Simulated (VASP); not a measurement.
Here is a VASP 6.6.1 calculation.

File INCAR:

```
PREC = Accurate
ENCUT = 520
EDIFF = 1E-7
ISMEAR = 0
SIGMA = 0.02
LREAL = False
LASPH = True
NELM = 100
ALGO = Normal
ISIF = 2
LWAVE = False
LCHARG = True
GGA = PE
LELF = True
LVHAR = True
NBANDS = 14
```

The input KPOINTS:

```
Automatic mesh
0
Gamma
  8 8 8
```

Contents of POSCAR:

```
NaCl
1.0
    0.0000000000      2.8470934358      2.8470934358
    2.8470934358      0.0000000000      2.8470934358
    2.8470934358      2.8470934358      0.0000000000
Na Cl
1 1
Direct
    0.0000000000      0.0000000000      0.0000000000
    0.5000000000      0.5000000000      0.5000000000
```

Potentials or basis: VASP PAW PBE potentials, release 64 (Na_pv, Cl).

Launch:

```bash
$ cat potpaw_PBE.64/Na_pv/POTCAR potpaw_PBE.64/Cl/POTCAR > POTCAR
$ mpirun -np 1 vasp_std > vasp.out
```

What does it give for the pressure?

0.0 GPa.

What does it give for the band gap on the k mesh?

5.00 eV, direct.

A k mesh can miss the band edges. Expect the measured gap to be larger: semilocal functionals such as PBE lack the derivative discontinuity.
